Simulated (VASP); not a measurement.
# TaN (P-6m2) in VASP: notebook

Runs on TaN. Level: PBEsol. Tasks: single point.

Everything below comes from runs of VASP 6.6.1. Logs are shortened: lines on timing, memory, paths and dates and some standing lists are left out, and cuts for length are marked.

### Step 1. The cell of the first run

Symmetry: P-6m2, No. 187, hexagonal system. Conventional cell: a = 2.827 Å, b = 2.827 Å, c = 2.948 Å, α = 90.00°, β = 90.00°, γ = 120.00°. Ta (site symmetry -6m2) has 6 N at 2.20 Å and 6 Ta at 2.83 Å within 2.9 Å. Within 2.9 Å of N (site symmetry -6m2) lie 6 Ta at 2.20 Å and 6 N at 2.83 Å.

### Step 2. Single point, PBEsol (volume 10.203 Å^3 an atom, c/a of the conventional cell 1.0426)

The input, INCAR:

```
SYSTEM = TaN
PREC = Accurate
ENCUT = 520
EDIFF = 1E-7
ISMEAR = 0
SIGMA = 0.15
LREAL = .False.
LASPH = .True.
NELM = 80
ALGO = Normal
ISIF = 2
LWAVE = .False.
LCHARG = .True.
GGA = PS
LELF = .True.
LVHAR = .True.
NBANDS = 15
```

The input, KPOINTS:

```
regular mesh
0
Gamma
  21 21 18
  0 0 0
```

The input, POSCAR:

```
TaN
1.0
    2.8272866554      0.0000000000      0.0000000000
   -1.4136433277      2.4485020673      0.0000000000
    0.0000000000      0.0000000000      2.9477290669
Ta N
1 1
Direct
    0.3333333333      0.6666666667      0.5000000000
    0.0000000000      0.0000000000      0.0000000000
```

Potentials or basis: VASP PAW PBE potentials, release 64 (Ta_pv, N).

Launch:

```sh
$ cat potpaw_PBE.64/Ta_pv/POTCAR potpaw_PBE.64/N/POTCAR > POTCAR
$ mpirun -np 1 vasp_std > vasp.out
```

OUTCAR:

```text
SYSTEM = TaN
   PREC = Accurate
   ENCUT = 520
   EDIFF = 1E-7
   ISMEAR = 0
   LREAL = .False.
   LASPH = .True.
   NELM = 80
   ISIF = 2
   GGA = PS

 ion  position               nearest neighbor table
   1  0.333  0.667  0.500-   2 2.20   2 2.20   2 2.20   2 2.20   2 2.20   2 2.20
   2  0.000  0.000  0.000-   1 2.20   1 2.20   1 2.20   1 2.20   1 2.20   1 2.20

  LATTYP: Found a hexagonal cell.
 ALAT       =     2.8272866554
 C/A-ratio  =     1.0426000000

  Lattice vectors:

 A1 = (   2.8272866554,   0.0000000000,   0.0000000000)
 A2 = (  -1.4136433277,   2.4485020673,   0.0000000000)
 A3 = (   0.0000000000,   0.0000000000,   2.9477290669)

Analysis of symmetry for initial positions (statically):
=====================================================================
 Subroutine PRICEL returns:
 Original cell was already a primitive cell.

 Routine SETGRP: Setting up the symmetry group for a
 hexagonal supercell.

 Subroutine GETGRP returns: Found 12 space group operations
 (whereof 12 operations were pure point group operations)
 out of a pool of 24 trial point group operations.

The static configuration has the point symmetry D_3h.

Analysis of symmetry for dynamics (positions and initial velocities):
=====================================================================
 Subroutine PRICEL returns:
 Original cell was already a primitive cell.

 Routine SETGRP: Setting up the symmetry group for a
 hexagonal supercell.

 Subroutine GETGRP returns: Found 12 space group operations
 (whereof 12 operations were pure point group operations)
 out of a pool of 24 trial point group operations.

The dynamic configuration has the point symmetry D_3h.

 Subroutine INISYM returns: Found 12 space group operations
 (whereof 12 operations are pure point group operations),
 and found     1 'primitive' translations

----------------------------------------------------------------------------------------

                                     Primitive cell

  volume of cell :      20.4060

  direct lattice vectors                    reciprocal lattice vectors
     2.827286655  0.000000000  0.000000000     0.353696007  0.204206485  0.000000000
    -1.413643328  2.448502067  0.000000000     0.000000000  0.408412969  0.000000000
     0.000000000  0.000000000  2.947729067     0.000000000  0.000000000  0.339244204

  length of vectors
     2.827286655  2.827286655  2.947729067     0.408412969  0.408412969  0.339244204

  position of ions in fractional coordinates (direct lattice)
     0.333333333  0.666666667  0.500000000
     0.000000000  0.000000000  0.000000000

  ion indices of the primitive-cell ions
   primitive index   ion index
                 1           1
                 2           2

----------------------------------------------------------------------------------------

 KPOINTS: regular mesh

Automatic generation of k-mesh.
 Grid dimensions read from file:
 generate k-points for:   21   21   18

 Generating k-lattice:

  Cartesian coordinates                     Fractional coordinates (reciprocal lattice)
     0.016842667  0.009724118  0.000000000     0.047619048  0.000000000  0.000000000
     0.000000000  0.019448237  0.000000000     0.000000000  0.047619048  0.000000000
     0.000000000  0.000000000  0.018846900     0.000000000  0.000000000  0.055555556

  Length of vectors
     0.019448237  0.019448237  0.018846900

  Shift w.r.t. Gamma in fractional coordinates (k-lattice)
     0.000000000  0.000000000  0.000000000

 Subroutine IBZKPT returns following result:
 ===========================================

 Found    480 irreducible k-points:

 Following reciprocal coordinates:
            Coordinates               Weight
  0.000000  0.000000  0.000000      1.000000
  0.047619  0.000000  0.000000      6.000000
  0.095238 -0.000000  0.000000      6.000000
  0.142857  0.000000  0.000000      6.000000
  0.190476 -0.000000  0.000000      6.000000
  0.238095  0.000000  0.000000      6.000000
[... 16 lines left out ...]
  0.142857  0.095238  0.000000     12.000000
  0.190476  0.095238  0.000000     12.000000
 [... further k-points ...]
   k-points           NKPTS =    480   k-points in BZ     NKDIM =    480   number of bands    NBANDS=     15
   number of dos      NEDOS =    301   number of ions     NIONS =      2
   total plane-waves  NPLWV =  13824
   dimension x,y,z NGX =    24 NGY =   24 NGZ =   24
   dimension x,y,z NGXF=    48 NGYF=   48 NGZF=   48
   ions per type =               1   1
   NGX,Y,Z   is equivalent  to a cutoff of  14.11, 14.11, 13.54 a.u.
   NGXF,Y,Z  is equivalent  to a cutoff of  28.22, 28.22, 27.07 a.u.
 SYSTEM =  TaN
   PREC   = accura    normal or accurate (medium, high low for compatibility)
   ISTART =      0    job   : 0-new  1-cont  2-samecut
   ICHARG =      2    charge: 1-file 2-atom 10-const
   ISPIN  =      1    spin polarized calculation?
   LNONCOLLINEAR =      F non collinear calculations
   LSORBIT =      F    spin-orbit coupling
   LASPH  =      T    aspherical Exc in radial PAW
   ENCUT  =  520.0 eV  38.22 Ry    6.18 a.u.   5.26  5.26  5.48*2*pi/ulx,y,z
   NELM   =     80;   NELMIN=  2; NELMDL= -5     # of ELM steps
   EDIFF  = 0.1E-06   stopping-criterion for ELM
   LREAL  =      F    real-space projection
   EDIFFG = 0.1E-05   stopping-criterion for IOM
   NSW    =      0    number of steps for IOM
   IBRION =     -1    ionic relax: 0-MD 1-quasi-New 2-CG
   NFREE  =      0    steps in history (QN), initial steepest desc. (CG)
   ISIF   =      2    stress and relaxation
   ISYM   =      2    0-nonsym 1-usesym 2-fastsym
   POTIM  = 0.5000    time-step for ionic-motion
   TEBEG  =    0.0;   TEEND  =   0.0 temperature during run
   PSTRESS=    0.0 pullay stress
   NELECT =      16.0000    total number of electrons
   NUPDOWN=      -1.0000    fix difference up-down
   EMIN   =  10.00;   EMAX   =-10.00  energy-range for DOS
   EFERMI =   0.00;   METHOD = LEGACY
   ISMEAR =     0;   SIGMA  =   0.15  broadening in eV -4-tet -1-fermi 0-gaus
   EFERMI_NEDOS =   21; number of points for ismear=-14 and -15
   IALGO  =     38    algorithm
   IMIX   =      4    mixing-type and parameters
     AMIX     =   0.40;   BMIX     =  1.00
     AMIX_MAG =   1.60;   BMIX_MAG =  1.00
  volume/ion in A,a.u.               =      10.20        68.85
  Fermi-wavevector in a.u.,A,eV,Ry     =   1.509601  2.852732 31.006255  2.278895
  Thomas-Fermi vector in A             =   2.619902
   LORBIT       =      0    0 simple, 1 ext, 2 COOP (PROOUT), +10 PAW based schemes
   GGA     = PS    functional components
   LHFCALC =     F    Hartree Fock is set to
   AEXX    =    0.0000 exact exchange contribution
   IVDW    =     0    specifies the selected vdW correction
   LEPSILON=     F    determine dielectric tensor
   LRPA    =     F    only Hartree local field effects (RPA)
 non-spin polarized calculation
 Gauss-broadening in eV      SIGMA  =   0.15
  energy-cutoff  :      520.00
  volume of cell :       20.41
 maximum number of plane-waves:       563
 NGX is ok and might be reduce to    24
   NGX = 11   NGY = 11   NGZ = 11

 number of electron      16.0000001 magnetization

 Free energy of the ion-electron system (eV)
  ---------------------------------------------------
  ext. energy  EPLUGINS =         0.00000000
  ---------------------------------------------------
  free energy    TOTEN  =       -23.66187199 eV

  energy without entropy =      -23.66125956  energy(sigma->0) =      -23.66156577

 E-fermi :   8.5968     XC(G=0): -13.8149

 val. band max:        8.5959404790   @ k =   0.0476   0.0000   0.4444
 cond. band min:       8.6387547874   @ k =   0.3333   0.2857   0.0000
 fundamental gap:      0.0428143083
 Fermi energy:         8.5968393011

 k-point     1 :       0.0000    0.0000    0.0000
  band No.  band energies     occupation
      1     -26.1407      2.00000
      2     -25.5963      2.00000
      3     -25.5963      2.00000
      4      -9.4184      2.00000
      5       3.9582      2.00000
      6       4.3715      2.00000
      7       4.3715      2.00000
      8       5.3485      2.00000
      9      11.8646      0.00000
     10      12.1489      0.00000
     11      12.1489      0.00000
     12      12.8713      0.00000
     13      12.8713      0.00000
     14      21.9610      0.00000
     15      22.3076      0.00000

 k-point     2 :       0.0476    0.0000    0.0000
  band No.  band energies     occupation
      1     -26.1359      2.00000
      2     -25.6323      2.00000
      3     -25.6037      2.00000
      4      -9.3631      2.00000
      5       3.9929      2.00000
      6       4.2593      2.00000
      7       4.4126      2.00000
      8       5.2663      2.00000
      9      11.9699      0.00000
     10      12.1153      0.00000
     11      12.1622      0.00000
     12      12.8394      0.00000
     13      12.9411      0.00000
     14      21.9735      0.00000
     15      22.3106      0.00000

 k-point     3 :       0.0952   -0.0000    0.0000
  band No.  band energies     occupation
      1     -26.1217      2.00000
      2     -25.7360      2.00000
      3     -25.6256      2.00000
      4      -9.2016      2.00000
      5       3.7365      2.00000
      6       4.3259      2.00000
      7       4.5304      2.00000
      8       5.0372      2.00000
      9      11.6784      0.00000
     10      12.2089      0.00000
     11      12.5978      0.00000
     12      12.7475      0.00000
     13      13.1267      0.00000
     14      21.9976      0.00000
     15      22.3131      0.00000
[... 343 lines left out ...]
 k-point    23 :       0.1429    0.0952    0.0000
  band No.  band energies     occupation
      1     -26.1506      2.00000
      2     -26.0594      2.00000
      3     -25.7399      2.00000
      4      -8.4872      2.00000
      5       2.4152      2.00000
      6       4.1827      2.00000
      7       4.9019      2.00000
      8       5.1949      2.00000
      9      10.5958      0.00000
     10      12.1440      0.00000
     11      12.6813      0.00000
     12      13.9224      0.00000
     13      14.3545      0.00000
     14      22.0929      0.00000
     15      22.3610      0.00000

 k-point    24 :       0.1905    0.0952    0.0000
  band No.  band energies     occupation
      1     -26.3428      2.00000
      2     -26.0285      2.00000
      3     -25.7981      2.00000
      4      -8.1246      2.00000
      5       1.8861      2.00000
      6       3.8232      2.00000
      7       4.9988      2.00000
      8       5.5656      2.00000
      9      10.3200      0.00000
     10      11.8434      0.00000
     11      13.0792      0.00000
     12      14.2107      0.00000
     13      15.0022      0.00000
     14      22.1386      0.00000
     15      22.4960      0.00000

 [... further k-points ...]
[... 5 lines left out ...]
  --------------------------------------------------------------------------------------
  -------------------------------------------------------------------------------------
  Total        3.7387819      3.7387819     -1.3292116     -0.0000000     -0.0000000      0.0000000
  in kB      293.5505035    293.5505035   -104.3630623     -0.0000000     -0.0000000      0.0000000
  external PRESSURE =     160.9126483 kB  Pullay stress =       0.0000000 kB

 VOLUME and BASIS-vectors are now :
 -----------------------------------------------------------------------------
  energy-cutoff  :      520.00
  volume of cell :       20.41
      direct lattice vectors                 reciprocal lattice vectors
     2.827286655  0.000000000  0.000000000     0.353696007  0.204206485  0.000000000
    -1.413643328  2.448502067  0.000000000     0.000000000  0.408412969  0.000000000
     0.000000000  0.000000000  2.947729067     0.000000000  0.000000000  0.339244204

 POSITION                                       TOTAL-FORCE (eV/Angst)
 -----------------------------------------------------------------------------------
     -0.00000      1.63233      1.47386         0.000000     -0.000000      0.000000
      0.00000      0.00000      0.00000        -0.000000      0.000000      0.000000
 -----------------------------------------------------------------------------------
    total drift:                                0.000000     -0.000000     -0.000000

  FREE ENERGIE OF THE ION-ELECTRON SYSTEM (eV)
  ---------------------------------------------------
  free  energy   TOTEN  =       -23.6618719862 eV

  energy  without entropy=      -23.6612595559  energy(sigma->0) =      -23.66156577
```

It took 62 s on 1 thread of Intel Xeon Platinum 8488C (Sapphire Rapids), shared host; peak memory 0.26 GiB.

What came out:

```
Free energy            : -23.6619 eV
Pressure               : 16.1 GPa
Band gap on the k mesh : zero (band 8 reaches 8.94 eV, above the bottom of band 9 at 8.46 eV)
```

Caveat: the PAW data sets were made with another functional, which shifts forces and pressure a little; spin-orbit coupling is left out, which moves the levels of the heavy elements.

[end of part 1 of 2]
